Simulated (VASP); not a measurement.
# TiSi2 (Fddd) in VASP: electric field gradients with PBEsol

Aim: the electric field gradients of TiSi2 with PBEsol.

Everything below comes from runs of VASP 6.6.1. Logs are shortened: lines on timing, memory, paths and dates and some standing lists are left out, and cuts for length are marked.

## 1. The cell of the first run

It takes space group Fddd (No. 70, orthorhombic). Conventional cell: a = 4.867 Å, b = 8.398 Å, c = 8.690 Å, α = 90.00°, β = 90.00°, γ = 90.00°. Ti (site symmetry 222) has 10 Si at 2.59 to 2.81 Å and 4 Ti at 3.26 Å within 3.4 Å. Si (site symmetry 2) has 5 Ti at 2.59 to 2.81 Å and 9 Si at 2.59 to 3.26 Å within 3.4 Å.

## 2. Electric field gradients, PBEsol (14.80 Å³/atom)

Contents of INCAR:

```
PREC = Accurate ; ENCUT = 520
EDIFF = 1E-8 ; ISMEAR = -1
SIGMA = 0.08 ; LREAL = F
LASPH = T ; NELM = 80
ALGO = Normal ; ISIF = 2
LWAVE = F ; LCHARG = F
GGA = PS ; LEFG = T
NBANDS = 29
```

Contents of KPOINTS:

```
regular mesh
0
Gamma
  8 8 8
```

Contents of POSCAR:

```
TiSi2
1.0
    0.0000000000      4.1987656027      4.3450800428
    2.4333060007      0.0000000000      4.3450800428
    2.4333060007      4.1987656027      0.0000000000
Ti Si
2 4
Direct
    0.7500000000      0.7500000000      0.7500000000
    0.5000000000      0.5000000000      0.5000000000
    0.0830000000      0.4170000000      0.0830000000
    0.4170000000      0.0830000000      0.4170000000
    0.1670000000      0.8330000000      0.1670000000
    0.8330000000      0.1670000000      0.8330000000
```

Potentials or basis: VASP PAW PBE potentials, release 64 (Ti_sv, Si).

Started as:

```
cat potpaw_PBE.64/Ti_sv/POTCAR potpaw_PBE.64/Si/POTCAR > POTCAR
mpirun -np 1 vasp_std > vasp.out
```

OUTCAR:

```text
PREC = Accurate
   ENCUT = 520
   EDIFF = 1E-8
   ISMEAR = -1
   LREAL = F
   LASPH = T
   NELM = 80
   ISIF = 2
   GGA = PS

 ion  position               nearest neighbor table
   1  0.750  0.750  0.750-   6 2.59   5 2.59   6 2.59   5 2.59   3 2.80   4 2.80   4 2.81   4 2.81
                             3 2.81   3 2.81
   2  0.500  0.500  0.500-   3 2.59   4 2.59   3 2.59   4 2.59   5 2.80   6 2.80   5 2.81   5 2.81
                             6 2.81   6 2.81
   3  0.083  0.417  0.083-   2 2.59   2 2.59   5 2.59   5 2.59   1 2.80   4 2.80   4 2.80   4 2.80
                             1 2.81   1 2.81
   4  0.417  0.083  0.417-   2 2.59   2 2.59   6 2.59   6 2.59   1 2.80   3 2.80   3 2.80   3 2.80
                             1 2.81   1 2.81
   5  0.167  0.833  0.167-   1 2.59   1 2.59   3 2.59   3 2.59   2 2.80   6 2.80   6 2.80   6 2.80
                             2 2.81   2 2.81
   6  0.833  0.167  0.833-   1 2.59   1 2.59   4 2.59   4 2.59   2 2.80   5 2.80   5 2.80   5 2.80
                             2 2.81   2 2.81

  LATTYP: Found a face centered orthorhombic cell.
 ALAT       =     4.8666120014
 B/A-ratio  =     1.7255394930
 C/A-ratio  =     1.7856693903

  Lattice vectors:

 A1 = (   0.0000000000,   4.1987656027,   4.3450800428)
 A2 = (   2.4333060007,   0.0000000000,   4.3450800428)
 A3 = (   2.4333060007,   4.1987656027,   0.0000000000)

Analysis of symmetry for initial positions (statically):
=====================================================================
 Subroutine PRICEL returns:
 Original cell was already a primitive cell.

 Routine SETGRP: Setting up the symmetry group for a
 face centered orthorhombic supercell.

 Subroutine GETGRP returns: Found  8 space group operations
 (whereof  4 operations were pure point group operations)
 out of a pool of  8 trial point group operations.

The static configuration has the point symmetry D_2 .
 The point group associated with its full space group is D_2h.

Analysis of symmetry for dynamics (positions and initial velocities):
=====================================================================
 Subroutine PRICEL returns:
[... 162 lines left out ...]
  free energy    TOTEN  =       -43.51797036 eV

  energy without entropy =      -43.47263438  energy(sigma->0) =      -43.49530237

 E-fermi :   9.4452     XC(G=0): -11.5720

 val. band max:        9.4275847871   @ k =  -0.2500  -0.0000   0.2500
 cond. band min:       9.4467642841   @ k =  -0.2500   0.2500   0.1250
 fundamental gap:      0.0191794970
 Fermi energy:         9.4452285728

 k-point     1 :       0.0000    0.0000    0.0000
  band No.  band energies     occupation
      1     -46.7535      2.00000
      2     -46.7310      2.00000
      3     -23.2096      2.00000
      4     -23.2027      2.00000
      5     -23.1337      2.00000
      6     -23.1210      2.00000
[... 757 lines left out ...]
     28      13.1774      0.00000
     29      13.3753      0.00000

 [... further k-points ...]
[... 5 lines left out ...]
  --------------------------------------------------------------------------------------
  -------------------------------------------------------------------------------------
  Total       -4.6184212     -4.5820929     -5.9997163      0.0000000      0.0000000      0.0000000
  in kB      -83.3408623    -82.6853060   -108.2667659      0.0000000      0.0000000      0.0000000
  external PRESSURE =     -91.4309781 kB  Pullay stress =       0.0000000 kB

 VOLUME and BASIS-vectors are now :
 -----------------------------------------------------------------------------
  energy-cutoff  :      520.00
  volume of cell :       88.79
      direct lattice vectors                 reciprocal lattice vectors
     0.000000000  4.198765603  4.345080043    -0.205481760  0.119082618  0.115072679
     2.433306001  0.000000000  4.345080043     0.205481760 -0.119082618  0.115072679
     2.433306001  4.198765603  0.000000000     0.205481760  0.119082618 -0.115072679

 POSITION                                       TOTAL-FORCE (eV/Angst)
 -----------------------------------------------------------------------------------
      3.64996      6.29815      6.51762         0.000000     -0.000000      0.000000
      2.43331      4.19877      4.34508         0.000000     -0.000000     -0.000000
      1.21665      0.69700      2.17254        -0.000000      0.156607      0.000000
      1.21665      3.50177      2.17254        -0.000000     -0.156607      0.000000
      2.43331      1.40239      4.34508         0.000000     -0.156607      0.000000
      2.43331      6.99514      4.34508         0.000000      0.156607      0.000000
 -----------------------------------------------------------------------------------
    total drift:                               -0.000000     -0.000000     -0.000000

  FREE ENERGIE OF THE ION-ELECTRON SYSTEM (eV)
  ---------------------------------------------------
  free  energy   TOTEN  =       -43.5179703612 eV

  energy  without entropy=      -43.4726343846  energy(sigma->0) =      -43.49530237

 Electric field gradients (V/A^2)
---------------------------------------------------------------------
 ion       V_xx      V_yy      V_zz      V_xy      V_xz      V_yz
---------------------------------------------------------------------
   1      -2.147     9.835    -7.688     0.000    -0.000     0.000
   2      -2.147     9.835    -7.688     0.000    -0.000     0.000
   3       1.812    11.850   -13.663    -0.000    26.955     0.000
   4       1.812    11.850   -13.662     0.000   -26.955     0.000
   5       1.812    11.850   -13.663    -0.000    26.955     0.000
   6       1.812    11.850   -13.662     0.000   -26.955     0.000
---------------------------------------------------------------------

 Electric field gradients after diagonalization (V/A^2)
 (convention: |V_zz| > |V_xx| > |V_yy|)
----------------------------------------------------------------------
 ion       V_xx      V_yy      V_zz     asymmetry (V_yy - V_xx)/ V_zz
----------------------------------------------------------------------
   1      -7.688    -2.147     9.835       0.563
   2      -7.688    -2.147     9.835       0.563
   3      22.118    11.850   -33.969       0.302
   4      22.118    11.850   -33.969       0.302
   5      22.118    11.850   -33.969       0.302
   6      22.118    11.850   -33.969       0.302
----------------------------------------------------------------------

           NMR quadrupolar parameters

 Cq : quadrupolar parameter    Cq=e*Q*V_zz/h
 eta: asymmetry parameters     (V_yy - V_xx)/ V_zz
 Q  : nuclear electric quadrupole moment in mb (millibarn)
----------------------------------------------------------------------
 ion       Cq(MHz)       eta       Q (mb)
----------------------------------------------------------------------
   1       0.024       0.563       1.000
   2       0.024       0.563       1.000
   3      -0.082       0.302       1.000
   4      -0.082       0.302       1.000
   5      -0.082       0.302       1.000
   6      -0.082       0.302       1.000
----------------------------------------------------------------------
```

OSZICAR:

```text
N       E                     dE             d eps       ncg     rms          rms(c)
DAV:   1     0.379478228938E+03    0.37948E+03   -0.18772E+04  5510   0.145E+03
DAV:   2    -0.238437394858E+01   -0.38186E+03   -0.37167E+03  5570   0.422E+02
DAV:   3    -0.439931848102E+02   -0.41609E+02   -0.40823E+02  9263   0.117E+02
DAV:   4    -0.472671096745E+02   -0.32739E+01   -0.32555E+01  7903   0.293E+01
DAV:   5    -0.474801109695E+02   -0.21300E+00   -0.21292E+00  8487   0.633E+00    0.180E+01
DAV:   6    -0.443511357760E+02    0.31290E+01   -0.36446E+01  7804   0.414E+01    0.718E+00
DAV:   7    -0.436321615134E+02    0.71897E+00   -0.76691E+00  7565   0.199E+01    0.491E+00
DAV:   8    -0.435400510093E+02    0.92111E-01   -0.10193E+00  7568   0.760E+00    0.140E+00
DAV:   9    -0.435174789329E+02    0.22572E-01   -0.18305E-01  7522   0.350E+00    0.495E-01
DAV:  10    -0.435184869610E+02   -0.10080E-02   -0.81047E-03  7437   0.657E-01    0.245E-01
DAV:  11    -0.435181931744E+02    0.29379E-03   -0.77118E-03  7873   0.639E-01    0.160E-01
DAV:  12    -0.435179694366E+02    0.22374E-03   -0.15574E-03  7665   0.302E-01    0.156E-02
DAV:  13    -0.435179708726E+02   -0.14361E-05   -0.33995E-05  7238   0.485E-02    0.125E-02
DAV:  14    -0.435179706437E+02    0.22890E-06   -0.22584E-06  7599   0.121E-02    0.383E-03
DAV:  15    -0.435179703182E+02    0.32558E-06   -0.12682E-06  8077   0.739E-03    0.501E-04
DAV:  16    -0.435179703418E+02   -0.23689E-07   -0.36261E-08  6275   0.146E-03    0.464E-04
DAV:  17    -0.435179703654E+02   -0.23592E-07   -0.85265E-09  4759   0.857E-04    0.201E-04
DAV:  18    -0.435179703612E+02    0.42423E-08   -0.16418E-09  4036   0.406E-04
   1 F= -.43517970E+02 E0= -.43495302E+02  d E =-.453360E-01
```

stdout:

```text
POSCAR found type information on POSCAR TiSi
 POSCAR found :  2 types and       6 ions
 scaLAPACK will be used
 -----------------------------------------------------------------------------
|                                                                             |
|                                                                             |
|     You enforced a specific xc type in the INCAR file but a different       |
|     I HOPE YOU KNOW WHAT YOU ARE DOING!                                     |
|                                                                             |
 -----------------------------------------------------------------------------

 LDA part: xc-table for (Slater+PW92), standard interpolation
 POSCAR, INCAR and KPOINTS ok, starting setup
 FFT: planning ... GRIDC
 FFT: planning ... GRID_SOFT
 FFT: planning ... GRID
 WAVECAR not read
 entering main loop
ion   1

ion   2

ion   3

ion   4

ion   5

ion   6
```

It took 12 min on 1 thread of Intel Xeon 8259CL, shared host; peak memory 0.38 GiB.

What came out:

```yaml
Free_energy: -43.5180 eV
Pressure: -9.1 GPa
Largest_force: 0.157 eV/Å
Band_gap_on_the_k_mesh: zero (bands 20 and 21 overlap by 1.74 eV)
Largest_electric_field_gradient_by_atom: Ti +9.8; Si -34.0 V/Å²
```

Forces on the atoms (eV/Å):
```
Ti   0.000  0.000  0.000
Ti   0.000  0.000  0.000
Si   0.000  0.157  0.000
Si   0.000 -0.157  0.000
Si   0.000 -0.157  0.000
Si   0.000  0.157  0.000
```

Stress tensor (GPa, compression positive):
```
 -8.33   0.00   0.00
  0.00  -8.27   0.00
  0.00   0.00 -10.83
```

Levels at points of the mesh, in eV from the Fermi level:
| k point | band 16 | band 17 | band 18 | band 19 | band 20 | band 21 | band 22 | band 23 | band 24 | band 25 |
| --- | --- | --- | --- | --- | --- | --- | --- | --- | --- | --- |
| (0.00, 0.00, 0.00) | -2.57 | -2.14 | -1.91 | -1.68 | -1.46 | -0.87 | 1.86 | 2.92 | 2.96 | 3.17 |
| (0.50, 0.00, 0.00) | -2.43 | -1.89 | -1.02 | -0.04 | 0.16 | 0.95 | 1.25 | 1.65 | 2.09 | 2.42 |
| (0.50, 0.50, 0.00) | -2.89 | -1.57 | -1.57 | -0.97 | -0.97 | 0.75 | 0.75 | 3.01 | 3.01 | 3.16 |
| (0.50, 0.00, 0.50) | -2.38 | -2.33 | -2.33 | -0.80 | -0.80 | 1.18 | 1.18 | 2.97 | 2.97 | 3.14 |
| (0.00, 0.50, 0.50) | -1.26 | -1.21 | -1.21 | -0.62 | -0.62 | 0.87 | 0.87 | 2.09 | 2.09 | 2.76 |

Electric field gradients, principal values (V/Å²):
```
atom   least  middle  greatest (by size)
1 Ti  -2.147  -7.688               9.835
2 Ti  -2.147  -7.688               9.835
3 Si  11.850  22.118             -33.969
4 Si  11.850  22.118             -33.969
5 Si  11.850  22.118             -33.969
6 Si  11.850  22.118             -33.969
```

Caveat: the cell stands under tension; without QUAD_EFG the Cq values of the log hold for a quadrupole moment of 1 mb, not for the nuclei; the PAW data sets were made with another functional, which shifts forces and pressure a little.
